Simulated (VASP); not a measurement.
Wanted: the native input for a VASP 6.6.1 run.

```
Task                   : single point
Functional             : PBE
Dispersion             : D3(BJ)
Potentials or basis    : VASP PAW PBE potentials, release 64 (Zr_sv)
Cutoff                 : 520 eV
k mesh                 : 9 × 9 × 5
Occupations            : fermi-dirac, width 0.05 eV
Spin                   : no spin polarisation
Dipole correction      : no
Further INCAR settings : ALGO = Normal; EDIFF = 1e-06; NBANDS = 19
```

The structure of Zr lies in POSCAR:

```
Zr
1.0
    3.1816400944      0.0000000000      0.0000000000
   -1.5908200472      2.7553811474      0.0000000000
    0.0000000000      0.0000000000      5.1232995592
Zr
2
Direct
    0.6666666667      0.3333333333      0.7500000000
    0.3333333333      0.6666666667      0.2500000000
```

One way to write it, as run:

INCAR

```
PREC     = Accurate       # precision mode
ENCUT    = 520            # plane-wave cutoff, eV
EDIFF    = 1E-6           # SCF threshold, eV
ISMEAR   = -1             # smearing method
SIGMA    = 0.05           # smearing width, eV
LREAL    = False          # projectors in reciprocal space
LASPH    = True           # aspherical terms in the spheres
NELM     = 80             # most SCF steps
ALGO     = Normal         # electronic algorithm
ISIF     = 2              # what is computed and relaxed
LWAVE    = False          # write WAVECAR
LCHARG   = True           # write CHGCAR
GGA      = PE             # functional
IVDW     = 12             # dispersion correction
LELF     = True           # ELF
LVHAR    = True         
NBANDS   = 19             # bands
```

KPOINTS

```
regular mesh
0
Gamma
  9 9 5
```

Potentials or basis: VASP PAW PBE potentials, release 64 (Zr_sv).

Command:

```sh
$ cat potpaw_PBE.64/Zr_sv/POTCAR > POTCAR
$ mpirun -np 1 vasp_std > vasp.out
```

It gave:

- Pressure: 0.0 GPa
- Band gap on the k mesh: zero (band 12 reaches 10.29 eV, above the bottom of band 13 at 9.15 eV)
- Dispersion energy per atom: -0.549 eV

Caveat: pairwise dispersion overbinds metals, which lowers pressure and volume.

Run time: 11 s on 1 thread of Intel(R) Xeon(R) 6975P-C (Granite Rapids), with other jobs on the host, peak memory 0.17 GiB.
